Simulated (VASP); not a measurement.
# WC4 (P-43m) in VASP: further runs, part 2 of 2

VASP 6.6.1.

## 3. Relaxation of cell and atoms, PBE

The input, INCAR:

```
ALGO = Normal
EDIFF = 1E-7
EDIFFG = -0.01
ENCUT = 600
GGA = PE
IBRION = 2
ISIF = 3
ISMEAR = 0
LASPH = T
LCHARG = F
LREAL = F
LWAVE = F
NELM = 80
NSW = 100
PREC = Accurate
SIGMA = 0.1
```

The input, KPOINTS:

```
k-points
0
Gamma
  10 10 10
```

The input, POSCAR:

```
WC4
1.0
    3.5449138029      0.0000000000      0.0000000000
    0.0000000000      3.5449138029      0.0000000000
    0.0000000000      0.0000000000      3.5449138029
W C
1 4
Direct
    0.0000000000      0.0000000000      0.0000000000
    0.3460821563      0.3460821563      0.3460821563
    0.6539178437      0.6539178437      0.3460821563
    0.3460821563      0.6539178437      0.6539178437
    0.6539178437      0.3460821563      0.6539178437
```

Potentials or basis: VASP PAW PBE potentials, release 64 (W_sv, C).

Run with:

```console
> cat potpaw_PBE.64/W_sv/POTCAR potpaw_PBE.64/C/POTCAR > POTCAR
> mpirun -np 1 vasp_std > vasp.out
```

OUTCAR:

```text
EDIFF = 1E-7
   EDIFFG = -0.01
   ENCUT = 600
   GGA = PE
   IBRION = 2
   ISIF = 3
   ISMEAR = 0
   LASPH = T
   LREAL = F
   NELM = 80
   NSW = 100
   PREC = Accurate

 ion  position               nearest neighbor table
   1  0.000  0.000  0.000-   2 2.12   3 2.12   4 2.12   5 2.12
   2  0.346  0.346  0.346-   3 1.54   4 1.54   5 1.54   1 2.12
   3  0.654  0.654  0.346-   2 1.54   4 1.54   5 1.54   1 2.12
   4  0.346  0.654  0.654-   2 1.54   3 1.54   5 1.54   1 2.12
   5  0.654  0.346  0.654-   2 1.54   3 1.54   4 1.54   1 2.12

  LATTYP: Found a simple cubic cell.
 ALAT       =     3.5449138029

  Lattice vectors:

 A1 = (   3.5449138029,   0.0000000000,   0.0000000000)
 A2 = (   0.0000000000,   3.5449138029,   0.0000000000)
 A3 = (   0.0000000000,   0.0000000000,   3.5449138029)

Analysis of symmetry for initial positions (statically):
=====================================================================
 Subroutine PRICEL returns:
 Original cell was already a primitive cell.

 Routine SETGRP: Setting up the symmetry group for a
 simple cubic supercell.

 Subroutine GETGRP returns: Found 24 space group operations
 (whereof 24 operations were pure point group operations)
 out of a pool of 48 trial point group operations.

The static configuration has the point symmetry T_d .

Analysis of symmetry for dynamics (positions and initial velocities):
=====================================================================
 Subroutine PRICEL returns:
 Original cell was already a primitive cell.

 Routine SETGRP: Setting up the symmetry group for a
 simple cubic supercell.

 Subroutine GETGRP returns: Found 24 space group operations
 (whereof 24 operations were pure point group operations)
 out of a pool of 48 trial point group operations.

The dynamic configuration has the point symmetry T_d .

 Subroutine INISYM returns: Found 24 space group operations
 (whereof 24 operations are pure point group operations),
 and found     1 'primitive' translations

----------------------------------------------------------------------------------------

                                     Primitive cell

  volume of cell :      44.5469

  direct lattice vectors                    reciprocal lattice vectors
     3.544913803  0.000000000  0.000000000     0.282094306  0.000000000  0.000000000
     0.000000000  3.544913803  0.000000000     0.000000000  0.282094306  0.000000000
     0.000000000  0.000000000  3.544913803     0.000000000  0.000000000  0.282094306

  length of vectors
     3.544913803  3.544913803  3.544913803     0.282094306  0.282094306  0.282094306

  position of ions in fractional coordinates (direct lattice)
     0.000000000  0.000000000  0.000000000
     0.346082156  0.346082156  0.346082156
     0.653917844  0.653917844  0.346082156
     0.346082156  0.653917844  0.653917844
     0.653917844  0.346082156  0.653917844

  ion indices of the primitive-cell ions
   primitive index   ion index
                 1           1
                 2           2
                 3           3
                 4           4
                 5           5

----------------------------------------------------------------------------------------

 KPOINTS: k-points

Automatic generation of k-mesh.
[... 27 lines left out ...]
  0.400000  0.000000  0.000000      6.000000
  0.500000  0.000000  0.000000      3.000000
[... 16 lines left out ...]
  0.200000  0.100000  0.100000     24.000000
  0.300000  0.100000  0.100000     24.000000
 [... further k-points ...]
   k-points           NKPTS =     56   k-points in BZ     NKDIM =     56   number of bands    NBANDS=     19
   number of dos      NEDOS =    301   number of ions     NIONS =      5
   total plane-waves  NPLWV =  21952
   dimension x,y,z NGX =    28 NGY =   28 NGZ =   28
   dimension x,y,z NGXF=    56 NGYF=   56 NGZF=   56
   ions per type =               1   4
   NGX,Y,Z   is equivalent  to a cutoff of  13.13, 13.13, 13.13 a.u.
   NGXF,Y,Z  is equivalent  to a cutoff of  26.26, 26.26, 26.26 a.u.
 SYSTEM =  unknown system
   PREC   = accura    normal or accurate (medium, high low for compatibility)
   ISTART =      0    job   : 0-new  1-cont  2-samecut
   ICHARG =      2    charge: 1-file 2-atom 10-const
   ISPIN  =      1    spin polarized calculation?
   LNONCOLLINEAR =      F non collinear calculations
   LSORBIT =      F    spin-orbit coupling
   LASPH  =      T    aspherical Exc in radial PAW
   ENCUT  =  600.0 eV  44.10 Ry    6.64 a.u.   7.08  7.08  7.08*2*pi/ulx,y,z
   NELM   =     80;   NELMIN=  2; NELMDL= -5     # of ELM steps
   EDIFF  = 0.1E-06   stopping-criterion for ELM
   LREAL  =      F    real-space projection
   EDIFFG = -.1E-01   stopping-criterion for IOM
   NSW    =    100    number of steps for IOM
   IBRION =      2    ionic relax: 0-MD 1-quasi-New 2-CG
   NFREE  =      1    steps in history (QN), initial steepest desc. (CG)
   ISIF   =      3    stress and relaxation
   ISYM   =      2    0-nonsym 1-usesym 2-fastsym
   POTIM  = 0.5000    time-step for ionic-motion
   TEBEG  =    0.0;   TEEND  =   0.0 temperature during run
   PSTRESS=    0.0 pullay stress
   NELECT =      30.0000    total number of electrons
   NUPDOWN=      -1.0000    fix difference up-down
   EMIN   =  10.00;   EMAX   =-10.00  energy-range for DOS
   EFERMI =   0.00;   METHOD = LEGACY
   ISMEAR =     0;   SIGMA  =   0.10  broadening in eV -4-tet -1-fermi 0-gaus
   EFERMI_NEDOS =   21; number of points for ismear=-14 and -15
   IALGO  =     38    algorithm
   IMIX   =      4    mixing-type and parameters
     AMIX     =   0.40;   BMIX     =  1.00
     AMIX_MAG =   1.60;   BMIX_MAG =  1.00
  volume/ion in A,a.u.               =       8.91        60.12
  Fermi-wavevector in a.u.,A,eV,Ry     =   1.434970  2.711701 28.016296  2.059140
  Thomas-Fermi vector in A             =   2.554320
   LORBIT       =      0    0 simple, 1 ext, 2 COOP (PROOUT), +10 PAW based schemes
   GGA     = PE    functional components
   LHFCALC =     F    Hartree Fock is set to
   AEXX    =    0.0000 exact exchange contribution
   IVDW    =     0    specifies the selected vdW correction
   LEPSILON=     F    determine dielectric tensor
   LRPA    =     F    only Hartree local field effects (RPA)
 conjugate gradient relaxation of ions
 non-spin polarized calculation
 Gauss-broadening in eV      SIGMA  =   0.10
  energy-cutoff  :      600.00
  volume of cell :       44.55
 maximum number of plane-waves:      1504
   NGX = 15   NGY = 15   NGZ = 15

--------------------------------------- Ionic step        1  -------------------------------------------

 number of electron      29.9999995 magnetization

 Free energy of the ion-electron system (eV)
  ---------------------------------------------------
  ext. energy  EPLUGINS =         0.00000000
  ---------------------------------------------------
  free energy    TOTEN  =       -40.25569273 eV

  energy without entropy =      -40.24892039  energy(sigma->0) =      -40.25230656

------------------------ aborting loop because EDIFF is reached ----------------------------------------

  FORCE on cell =-STRESS in cart. coord.  units (eV):
  Direction    XX          YY          ZZ          XY          YZ          ZX
  --------------------------------------------------------------------------------------
  -------------------------------------------------------------------------------------
  Total        0.0972988      0.0972988      0.0972988     -0.0000000     -0.0000000     -0.0000000
  in kB        3.4994592      3.4994592      3.4994592     -0.0000000     -0.0000000     -0.0000000
  external PRESSURE =       3.4994592 kB  Pullay stress =       0.0000000 kB
[... 143 lines left out ...]
--------------------------------------- Ionic step        5  -------------------------------------------

 number of electron      29.9999996 magnetization

 Free energy of the ion-electron system (eV)
  ---------------------------------------------------
  ext. energy  EPLUGINS =         0.00000000
  ---------------------------------------------------
  free energy    TOTEN  =       -40.25682516 eV

  energy without entropy =      -40.25004113  energy(sigma->0) =      -40.25343314

 E-fermi :   9.2560     XC(G=0): -12.6207

 val. band max:        9.2481960872   @ k =   0.5000   0.5000   0.1000
 cond. band min:       9.2794458288   @ k =   0.5000   0.2000   0.0000
 fundamental gap:      0.0312497417
 Fermi energy:         9.2560293348

 k-point     1 :       0.0000    0.0000    0.0000
  band No.  band energies     occupation
      1     -66.1987      2.00000
      2     -30.3559      2.00000
      3     -30.3559      2.00000
      4     -30.3559      2.00000
      5     -12.2480      2.00000
      6      -0.9784      2.00000
[... 505 lines left out ...]
      6      -2.9458      2.00000
[... 11 lines left out ...]
     18      10.8126      0.00000
     19      11.5554      0.00000

 [... further k-points ...]
[... 5 lines left out ...]
  --------------------------------------------------------------------------------------
  -------------------------------------------------------------------------------------
  Total        0.0396109      0.0396109      0.0396109      0.0000000      0.0000000      0.0000000
  in kB        1.4257340      1.4257340      1.4257340      0.0000000      0.0000000      0.0000000
  external PRESSURE =       1.4257340 kB  Pullay stress =       0.0000000 kB
[... 20 lines left out ...]
  FREE ENERGIE OF THE ION-ELECTRON SYSTEM (eV)
  ---------------------------------------------------
  free  energy   TOTEN  =       -40.2568251583 eV

  energy  without entropy=      -40.2500411284  energy(sigma->0) =      -40.25343314

 reached required accuracy - stopping structural energy minimisation
```

Wall time 76 s (1 thread of Intel Xeon Platinum 8488C (Sapphire Rapids), shared host); peak memory 0.2 GiB.

What came out:

```yaml
Free_energy: -40.2568 eV
Relaxed_volume: 8.90 Å³/atom
Relaxed_cell: a = 3.544 Å, b = 3.544 Å, c = 3.544 Å, α = 90.00°, β = 90.00°, γ = 90.00°
Space_group_after_relaxing_to_0.05_Å: P-43m (No. 215)
Energy_gained_by_relaxing: 0.2 meV/atom
Ionic_steps: 5
Pressure_after_relaxing: 0.1 GPa
Band_gap_on_the_k_mesh: zero (band 15 reaches 10.01 eV, above the bottom of band 16 at 9.06 eV)
```

The path:
```
step  energy change (eV)  largest force (eV/Å)  pressure (GPa)  volume (Å³)
   1              0.0000                0.2063            0.35        44.55
   2              0.0073                0.5318           -1.71        44.67
   3             -0.0011                0.0036           -0.23        44.58
   4             -0.0011                0.0076           -0.22        44.58
   5             -0.0011                0.0005            0.14        44.51
```

Final structure:
```cif
data_structure
_symmetry_space_group_name_H-M 'P 1'
_symmetry_Int_Tables_number 1
_cell_length_a 3.5440
_cell_length_b 3.5440
_cell_length_c 3.5440
_cell_angle_alpha 90.000
_cell_angle_beta 90.000
_cell_angle_gamma 90.000
_cell_volume 44.51
loop_
_atom_site_label
_atom_site_type_symbol
_atom_site_fract_x
_atom_site_fract_y
_atom_site_fract_z
_atom_site_occupancy
W1 W 0.00000 0.00000 0.00000 1
C1 C 0.34561 0.34561 0.34561 1
C2 C 0.65439 0.65439 0.34561 1
C3 C 0.34561 0.65439 0.65439 1
C4 C 0.65439 0.34561 0.65439 1
```

Caveat: spin-orbit coupling is left out, which moves the levels of the heavy elements.
